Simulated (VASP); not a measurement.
# Bi (P6_3/mmc) in VASP: a series of runs

Bi is run at these levels: r2SCAN; tasks: single point.

All numbers are computed with VASP 6.6.1; they aren't measurements. Logs are shortened: lines on timing, memory, paths and dates and some standing lists are left out, and cuts for length are marked.

## 1. The cell of the first run

The structure is hexagonal, space group P6_3/mmc (No. 194). Conventional cell: a = 4.607 Å, b = 4.607 Å, c = 12.184 Å, α = 90.00°, β = 90.00°, γ = 120.00°.

This isn't the form of Bi at room conditions, which is rhombohedral.

## 2. Single point, r2SCAN (strain +0.015 along x and y, +0.030 along z)

The input, POSCAR:

```
Bi
1.0
    4.6070853042      0.0000000000      0.0000000000
   -2.3035426521      3.9898529108      0.0000000000
    0.0000000000      0.0000000000     12.1838700000
Bi
2
Direct
    0.3333333333      0.6666666667      0.2500000000
    0.6666666667      0.3333333333      0.7500000000
```

The input, INCAR.step1:

```
PREC     = Accurate       # precision mode
ENCUT    = 520            # plane-wave cutoff, eV
ISMEAR   = 0              # smearing method
SIGMA    = 0.15           # smearing width, eV
LREAL    = False          # projectors in reciprocal space
LASPH    = True           # aspherical terms in the spheres
NELM     = 100            # most SCF steps
NBANDS   = 22             # bands
GGA      = PE             # functional
ALGO     = Normal         # electronic algorithm
EDIFF    = 1E-4           # SCF threshold, eV
LWAVE    = True           # write WAVECAR
LCHARG   = False          # write CHGCAR
```

The input, INCAR.step2:

```
PREC     = Accurate       # precision mode
ENCUT    = 520            # plane-wave cutoff, eV
EDIFF    = 1E-6           # SCF threshold, eV
ISMEAR   = 0              # smearing method
SIGMA    = 0.15           # smearing width, eV
LREAL    = False          # projectors in reciprocal space
LASPH    = True           # aspherical terms in the spheres
NELM     = 100            # most SCF steps
ALGO     = Normal         # electronic algorithm
ISIF     = 2              # what is computed and relaxed
LWAVE    = False          # write WAVECAR
LCHARG   = False          # write CHGCAR
METAGGA  = R2SCAN         # meta-GGA
LMIXTAU  = True         
NBANDS   = 22             # bands
ISTART   = 1
```

The input, KPOINTS:

```
Automatic mesh
0
Gamma
  12 12 4
```

Potentials or basis: VASP PAW PBE potentials, release 64 (Bi_d).

Launch:

```bash
cat potpaw_PBE.64/Bi_d/POTCAR > POTCAR
cp INCAR.step1 INCAR
mpirun -np 1 vasp_std > vasp.out
cp INCAR.step2 INCAR
mpirun -np 1 vasp_std > vasp.out
```

OUTCAR:

```text
PREC = Accurate
   ENCUT = 520
   EDIFF = 1E-6
   ISMEAR = 0
   LREAL = False
   LASPH = True
   NELM = 100
   ISIF = 2
   METAGGA = R2SCAN
   ISTART = 1

 ion  position               nearest neighbor table
   1  0.333  0.667  0.250-
   2  0.667  0.333  0.750-

  LATTYP: Found a hexagonal cell.
 ALAT       =     4.6070853042
 C/A-ratio  =     2.6445939668

  Lattice vectors:

 A1 = (   4.6070853042,   0.0000000000,   0.0000000000)
 A2 = (  -2.3035426521,   3.9898529108,   0.0000000000)
 A3 = (   0.0000000000,   0.0000000000,  12.1838700000)

Analysis of symmetry for initial positions (statically):
=====================================================================
 Subroutine PRICEL returns:
 Original cell was already a primitive cell.

 Routine SETGRP: Setting up the symmetry group for a
 hexagonal supercell.

 Subroutine GETGRP returns: Found 24 space group operations
 (whereof 12 operations were pure point group operations)
 out of a pool of 24 trial point group operations.

The static configuration has the point symmetry D_3d.
 The point group associated with its full space group is D_6h.

Analysis of symmetry for dynamics (positions and initial velocities):
=====================================================================
 Subroutine PRICEL returns:
 Original cell was already a primitive cell.

 Routine SETGRP: Setting up the symmetry group for a
 hexagonal supercell.

 Subroutine GETGRP returns: Found 24 space group operations
 (whereof 12 operations were pure point group operations)
 out of a pool of 24 trial point group operations.

The dynamic configuration has the point symmetry D_3d.
 The point group associated with its full space group is D_6h.

 Subroutine INISYM returns: Found 24 space group operations
 (whereof 12 operations are pure point group operations),
 and found     1 'primitive' translations

----------------------------------------------------------------------------------------

                                     Primitive cell

  volume of cell :     223.9589

  direct lattice vectors                    reciprocal lattice vectors
     4.607085304  0.000000000  0.000000000     0.217056975  0.125317903  0.000000000
    -2.303542652  3.989852911  0.000000000     0.000000000  0.250635806  0.000000000
     0.000000000  0.000000000 12.183870000     0.000000000  0.000000000  0.082075728
[... 79 lines left out ...]
   LNONCOLLINEAR =      F non collinear calculations
   LSORBIT =      F    spin-orbit coupling
   LASPH  =      T    aspherical Exc in radial PAW
   ENCUT  =  520.0 eV  38.22 Ry    6.18 a.u.   8.57  8.57 22.65*2*pi/ulx,y,z
   NELM   =    100;   NELMIN=  2; NELMDL=  0     # of ELM steps
   EDIFF  = 0.1E-05   stopping-criterion for ELM
   LREAL  =      F    real-space projection
   EDIFFG = 0.1E-04   stopping-criterion for IOM
   NSW    =      0    number of steps for IOM
   IBRION =     -1    ionic relax: 0-MD 1-quasi-New 2-CG
   NFREE  =      0    steps in history (QN), initial steepest desc. (CG)
   ISIF   =      2    stress and relaxation
   ISYM   =      2    0-nonsym 1-usesym 2-fastsym
   POTIM  = 0.5000    time-step for ionic-motion
   TEBEG  =    0.0;   TEEND  =   0.0 temperature during run
   PSTRESS=    0.0 pullay stress
   NELECT =      30.0000    total number of electrons
   NUPDOWN=      -1.0000    fix difference up-down
   EMIN   =  10.00;   EMAX   =-10.00  energy-range for DOS
   EFERMI =   0.00;   METHOD = LEGACY
   ISMEAR =     0;   SIGMA  =   0.15  broadening in eV -4-tet -1-fermi 0-gaus
   EFERMI_NEDOS =   21; number of points for ismear=-14 and -15
   IALGO  =     38    algorithm
   IMIX   =      4    mixing-type and parameters
     AMIX     =   0.40;   BMIX     =  1.00
     AMIX_MAG =   1.60;   BMIX_MAG =  1.00
  volume/ion in A,a.u.               =     111.98       755.67
  Fermi-wavevector in a.u.,A,eV,Ry     =   0.837643  1.582916  9.546477  0.701646
  Thomas-Fermi vector in A             =   1.951567
   LORBIT       =      0    0 simple, 1 ext, 2 COOP (PROOUT), +10 PAW based schemes
   METAGGA = R2SCAN    functional components
   LHFCALC =     F    Hartree Fock is set to
   AEXX    =    0.0000 exact exchange contribution
   IVDW    =     0    specifies the selected vdW correction
   LEPSILON=     F    determine dielectric tensor
   LRPA    =     F    only Hartree local field effects (RPA)
 non-spin polarized calculation
 Gauss-broadening in eV      SIGMA  =   0.15
  energy-cutoff  :      520.00
  volume of cell :      223.96
 maximum number of plane-waves:      6070
 NGX is ok and might be reduce to    36
   NGX = 17   NGY = 17   NGZ = 45

 number of electron      30.0000000 magnetization

 Free energy of the ion-electron system (eV)
  ---------------------------------------------------
  ext. energy  EPLUGINS =         0.00000000
  ---------------------------------------------------
  free energy    TOTEN  =      -111.67786673 eV

  energy without entropy =     -111.57886088  energy(sigma->0) =     -111.62836381

 E-fermi :  -1.4363     XC(G=0):  -5.4332

 val. band max:       -1.4374204168   @ k =   0.2500   0.0833   0.0000
 cond. band min:      -1.4255180135   @ k =   0.3333  -0.0000   0.2500
 fundamental gap:      0.0119024032
 Fermi energy:        -1.4362524380

 k-point     1 :       0.0000    0.0000    0.0000
  band No.  band energies     occupation
      1     -24.9316      2.00000
      2     -24.9316      2.00000
      3     -24.9316      2.00000
      4     -24.9316      2.00000
      5     -24.8977      2.00000
      6     -24.8977      2.00000
[... 589 lines left out ...]
     21       4.5589      0.00000
     22       4.8525      0.00000

 [... further k-points ...]

------------------------ aborting loop because EDIFF is reached ----------------------------------------

  FORCE on cell =-STRESS in cart. coord.  units (eV):
  Direction    XX          YY          ZZ          XY          YZ          ZX
  --------------------------------------------------------------------------------------
  -------------------------------------------------------------------------------------
  Total       -6.4097709     -6.4097709     -0.4989332      0.0000000     -0.0000000      0.0000000
  in kB      -45.8547887    -45.8547887     -3.5693127      0.0000000     -0.0000000      0.0000000
  external PRESSURE =     -31.7596300 kB  Pullay stress =       0.0000000 kB

 VOLUME and BASIS-vectors are now :
 -----------------------------------------------------------------------------
  energy-cutoff  :      520.00
  volume of cell :      223.96
      direct lattice vectors                 reciprocal lattice vectors
     4.607085304  0.000000000  0.000000000     0.217056975  0.125317903  0.000000000
    -2.303542652  3.989852911  0.000000000     0.000000000  0.250635806  0.000000000
     0.000000000  0.000000000 12.183870000     0.000000000  0.000000000  0.082075728

 POSITION                                       TOTAL-FORCE (eV/Angst)
 -----------------------------------------------------------------------------------
     -0.00000      2.65990      3.04597        -0.000000     -0.000000     -0.000000
      2.30354      1.32995      9.13790         0.000000      0.000000      0.000000
 -----------------------------------------------------------------------------------
    total drift:                               -0.000000      0.000000      0.000000

  FREE ENERGIE OF THE ION-ELECTRON SYSTEM (eV)
  ---------------------------------------------------
  free  energy   TOTEN  =      -111.6778667285 eV

  energy  without entropy=     -111.5788608844  energy(sigma->0) =     -111.62836381
```

OUTCAR.step1:

```text
PREC = Accurate
   ENCUT = 520
   ISMEAR = 0
   LREAL = False
   LASPH = True
[... 825 lines left out ...]
     -0.00000      2.65990      3.04597        -0.000000      0.000000      0.000000
      2.30354      1.32995      9.13790         0.000000      0.000000      0.000000
 -----------------------------------------------------------------------------------
    total drift:                               -0.000000      0.000000      0.000000

  FREE ENERGIE OF THE ION-ELECTRON SYSTEM (eV)
  ---------------------------------------------------
  free  energy   TOTEN  =        -3.0614113463 eV

  energy  without entropy=       -2.9613776791  energy(sigma->0) =       -3.01139451
```

OSZICAR.step1:

```text
N       E                     dE             d eps       ncg     rms          rms(c)
DAV:   1     0.259478847764E+03    0.25948E+03   -0.14188E+04  2772   0.115E+03
DAV:   2     0.169667441096E+02   -0.24251E+03   -0.23867E+03  2760   0.314E+02
DAV:   3    -0.239515616559E+01   -0.19362E+02   -0.19130E+02  2964   0.115E+02
DAV:   4    -0.304152541955E+01   -0.64637E+00   -0.64448E+00  3154   0.232E+01
DAV:   5    -0.306580591645E+01   -0.24280E-01   -0.24279E-01  3494   0.414E+00    0.748E-01
DAV:   6    -0.305707071552E+01    0.87352E-02   -0.32303E-02  3052   0.132E+00    0.478E-01
DAV:   7    -0.306004792581E+01   -0.29772E-02   -0.38191E-02  2808   0.118E+00    0.114E-01
DAV:   8    -0.306110879451E+01   -0.10609E-02   -0.27250E-03  2778   0.601E-01    0.493E-02
DAV:   9    -0.306127680563E+01   -0.16801E-03   -0.89568E-05  2040   0.689E-02    0.266E-02
DAV:  10    -0.306140740716E+01   -0.13060E-03   -0.16760E-04  2136   0.630E-02    0.274E-03
DAV:  11    -0.306141134635E+01   -0.39392E-05   -0.54422E-06  1494   0.215E-02
   1 F= -.30614113E+01 E0= -.30113945E+01  d E =-.100034E+00
```

It took 29 min on 1 thread of Oxide Virtual Turin-like, shared host; peak memory 0.47 GiB.

Results:

* Free energy: -111.6779 eV
* Pressure: -3.2 GPa
* Band gap on the k mesh: zero (bands 15 and 16 overlap by 2.09 eV)

Caveat: the cell differs from its parent crystal (strain +0.015 along x and y, +0.030 along z); the cell stands under tension; the PAW data sets were made with another functional, which shifts forces and pressure a little; spin-orbit coupling is left out, which moves the levels of the heavy elements.

## 3. Single point, r2SCAN (strain +0.030 along x and y, +0.015 along z)

The input, POSCAR:

```
Bi
1.0
    4.6751703087      0.0000000000      0.0000000000
   -2.3375851544      4.0488162543      0.0000000000
    0.0000000000      0.0000000000     12.0064350000
Bi
2
Direct
    0.3333333333      0.6666666667      0.2500000000
    0.6666666667      0.3333333333      0.7500000000
```

The input, INCAR.step1:

```
SYSTEM = Bi
PREC     = Accurate       ! precision mode
ENCUT    = 520            ! plane-wave cutoff, eV
ISMEAR   = 0              ! smearing method
SIGMA    = 0.15           ! smearing width, eV
LREAL    = .False.        ! projectors in reciprocal space
LASPH    = .True.         ! aspherical terms in the spheres
NELM     = 100            ! most SCF steps
NBANDS   = 22             ! bands
GGA      = PE             ! functional
ALGO     = Normal         ! electronic algorithm
EDIFF    = 1E-4           ! SCF threshold, eV
LWAVE    = .True.         ! write WAVECAR
LCHARG   = .False.        ! write CHGCAR
```

The input, INCAR.step2:

```
SYSTEM = Bi
PREC     = Accurate       ! precision mode
ENCUT    = 520            ! plane-wave cutoff, eV
EDIFF    = 1E-7           ! SCF threshold, eV
ISMEAR   = 0              ! smearing method
SIGMA    = 0.15           ! smearing width, eV
LREAL    = .False.        ! projectors in reciprocal space
LASPH    = .True.         ! aspherical terms in the spheres
NELM     = 100            ! most SCF steps
ALGO     = Normal         ! electronic algorithm
ISIF     = 2              ! what is computed and relaxed
LWAVE    = .False.        ! write WAVECAR
LCHARG   = .False.        ! write CHGCAR
METAGGA  = R2SCAN         ! meta-GGA
LMIXTAU  = .True.       
NBANDS   = 22             ! bands
ISTART   = 1
```

The input, KPOINTS:

```
Automatic mesh
0
Gamma
  12 12 4
  0 0 0
```

Potentials or basis: VASP PAW PBE potentials, release 64 (Bi_d).

Launch:

```bash
cat potpaw_PBE.64/Bi_d/POTCAR > POTCAR
cp INCAR.step1 INCAR
mpirun -np 1 vasp_std > vasp.out
cp INCAR.step2 INCAR
mpirun -np 1 vasp_std > vasp.out
```

OUTCAR:

```text
SYSTEM = Bi
   PREC = Accurate
   ENCUT = 520
   EDIFF = 1E-7
   ISMEAR = 0
   LREAL = .False.
   LASPH = .True.
   NELM = 100
   ISIF = 2
   METAGGA = R2SCAN
   ISTART = 1

 ion  position               nearest neighbor table
   1  0.333  0.667  0.250-
   2  0.667  0.333  0.750-

  LATTYP: Found a hexagonal cell.
 ALAT       =     4.6751703087
 C/A-ratio  =     2.5681278343

  Lattice vectors:

 A1 = (   4.6751703087,   0.0000000000,   0.0000000000)
[... 787 lines left out ...]
 [... further k-points ...]

------------------------ aborting loop because EDIFF is reached ----------------------------------------

  FORCE on cell =-STRESS in cart. coord.  units (eV):
  Direction    XX          YY          ZZ          XY          YZ          ZX
  --------------------------------------------------------------------------------------
  -------------------------------------------------------------------------------------
  Total       -6.1922239     -6.1922239     -0.5802126      0.0000000      0.0000000     -0.0000000
  in kB      -43.6533580    -43.6533580     -4.0903283      0.0000000      0.0000000     -0.0000000
  external PRESSURE =     -30.4656815 kB  Pullay stress =       0.0000000 kB

 VOLUME and BASIS-vectors are now :
 -----------------------------------------------------------------------------
  energy-cutoff  :      520.00
  volume of cell :      227.27
      direct lattice vectors                 reciprocal lattice vectors
     4.675170309  0.000000000  0.000000000     0.213895951  0.123492885  0.000000000
    -2.337585154  4.048816254  0.000000000     0.000000000  0.246985770  0.000000000
     0.000000000  0.000000000 12.006435000     0.000000000  0.000000000  0.083288670

 POSITION                                       TOTAL-FORCE (eV/Angst)
 -----------------------------------------------------------------------------------
     -0.00000      2.69921      3.00161        -0.000000      0.000000     -0.000000
      2.33759      1.34961      9.00483         0.000000      0.000000      0.000000
 -----------------------------------------------------------------------------------
    total drift:                               -0.000000      0.000000      0.000000

  FREE ENERGIE OF THE ION-ELECTRON SYSTEM (eV)
  ---------------------------------------------------
  free  energy   TOTEN  =      -111.5014250226 eV

  energy  without entropy=     -111.3961874957  energy(sigma->0) =     -111.44880626
```

OUTCAR.step1:

```text
SYSTEM = Bi
   PREC = Accurate
   ENCUT = 520
   ISMEAR = 0
   LREAL = .False.
   LASPH = .True.
[... 825 lines left out ...]
     -0.00000      2.69921      3.00161        -0.000000      0.000000      0.000000
      2.33759      1.34961      9.00483         0.000000     -0.000000     -0.000000
 -----------------------------------------------------------------------------------
    total drift:                               -0.000000      0.000000      0.000000

  FREE ENERGIE OF THE ION-ELECTRON SYSTEM (eV)
  ---------------------------------------------------
  free  energy   TOTEN  =        -2.8945398175 eV

  energy  without entropy=       -2.7880348759  energy(sigma->0) =       -2.84128735
```

OSZICAR.step1:

```text
N       E                     dE             d eps       ncg     rms          rms(c)
DAV:   1     0.255715117157E+03    0.25572E+03   -0.14231E+04  2796   0.115E+03
DAV:   2     0.168072502948E+02   -0.23891E+03   -0.23500E+03  2760   0.311E+02
DAV:   3    -0.224509433198E+01   -0.19052E+02   -0.18795E+02  2994   0.115E+02
DAV:   4    -0.287660814617E+01   -0.63151E+00   -0.62861E+00  3180   0.229E+01
DAV:   5    -0.289941490416E+01   -0.22807E-01   -0.22805E-01  3474   0.407E+00    0.737E-01
DAV:   6    -0.289033184460E+01    0.90831E-02   -0.31769E-02  3062   0.129E+00    0.469E-01
DAV:   7    -0.289306309818E+01   -0.27313E-02   -0.38119E-02  2850   0.115E+00    0.111E-01
DAV:   8    -0.289420870940E+01   -0.11456E-02   -0.26967E-03  2730   0.597E-01    0.499E-02
DAV:   9    -0.289439275462E+01   -0.18405E-03   -0.90950E-05  2054   0.660E-02    0.270E-02
DAV:  10    -0.289453568423E+01   -0.14293E-03   -0.18393E-04  2088   0.618E-02    0.289E-03
DAV:  11    -0.289453981747E+01   -0.41332E-05   -0.50665E-06  1542   0.197E-02
   1 F= -.28945398E+01 E0= -.28412873E+01  d E =-.106505E+00
```

It took 41 min on 1 thread of Oxide Virtual Turin-like, shared host; peak memory 0.48 GiB.

What came out:

```yaml
Free_energy: -111.5014 eV
Pressure: -3.0 GPa
Band_gap_on_the_k_mesh: zero (bands 15 and 16 overlap by 1.93 eV)
```

Caveat: the cell differs from its parent crystal (strain +0.030 along x and y, +0.015 along z); the cell stands under tension; the PAW data sets were made with another functional, which shifts forces and pressure a little; spin-orbit coupling is left out, which moves the levels of the heavy elements.
